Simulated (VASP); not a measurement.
Input of a VASP 6.6.1 run:

File INCAR:

```
SYSTEM = P
PREC     = Accurate       ! precision mode
ENCUT    = 520            ! plane-wave cutoff, eV
EDIFF    = 1E-6           ! SCF threshold, eV
ISMEAR   = -1             ! smearing method
SIGMA    = 0.1            ! smearing width, eV
LREAL    = .False.        ! projectors in reciprocal space
LASPH    = .True.         ! aspherical terms in the spheres
NELM     = 100            ! most SCF steps
ALGO     = Normal         ! electronic algorithm
ISIF     = 2              ! what is computed and relaxed
LWAVE    = .False.        ! write WAVECAR
LCHARG   = .False.        ! write CHGCAR
GGA      = B5             ! functional
ALDAX    = 1.0          
AGGAX    = 1.0          
AGGAC    = 1.0          
ALDAC    = 0.0          
NBANDS   = 8              ! bands
```

Contents of KPOINTS:

```
Automatic mesh
0
Gamma
  16 16 16
  0 0 0
```

The input POSCAR:

```
P
1.0
   -1.5527206250      1.5527206250      1.5527206250
    1.5527206250     -1.5527206250      1.5527206250
    1.5527206250      1.5527206250     -1.5527206250
P
1
Direct
    0.0000000000      0.0000000000      0.0000000000
```

Potentials or basis: VASP PAW PBE potentials, release 64 (P).

Launch:

```bash
$ cat potpaw_PBE.64/P/POTCAR > POTCAR
$ mpirun -np 1 vasp_std > vasp.out
```

Q: Predict the pressure.

A: 7.0 GPa.

Caveat: the PAW data sets were made with another functional, which shifts forces and pressure a little.
